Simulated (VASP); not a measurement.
**C: phonons with r2SCAN**

Crystal: C.

```
CELL_PARAMETERS angstrom
1.78014 1.78014 0.00000
-1.78014 1.78014 0.00000
0.00000 1.78014 1.78014
ATOMIC_POSITIONS crystal
C 0.50000 0.50000 0.00000
C 0.75000 0.25000 0.50000
```

```
Program                : VASP 6.6.1
Task                   : phonons
Functional             : r2SCAN
Potentials or basis    : VASP PAW PBE potentials, release 64 (C)
Cutoff                 : 520 eV
k mesh                 : 12 × 12 × 12
Occupations            : gaussian, width 0.01 eV
Spin                   : no spin polarisation
Dipole correction      : no
Further INCAR settings : ALGO = Normal; EDIFF = 1e-08; IBRION = 6; POTIM = 0.015; NSW = 1
```

| Quantity | Value |
| --- | --- |
| Highest phonon frequency at Γ | 1326 cm⁻¹ |

Phonon frequencies in cm⁻¹ (negative: imaginary):
| q point | frequencies |
| --- | --- |
| (0.000, 0.000, 0.000) | 0 0 0 1326 1326 1326 |

It took 86 s on 1 thread of Intel(R) Xeon(R) 6975P-C (Granite Rapids) (shared host), peak memory 0.15 GiB.

Caveat: the cell wasn't relaxed at this level first, which shifts response properties.
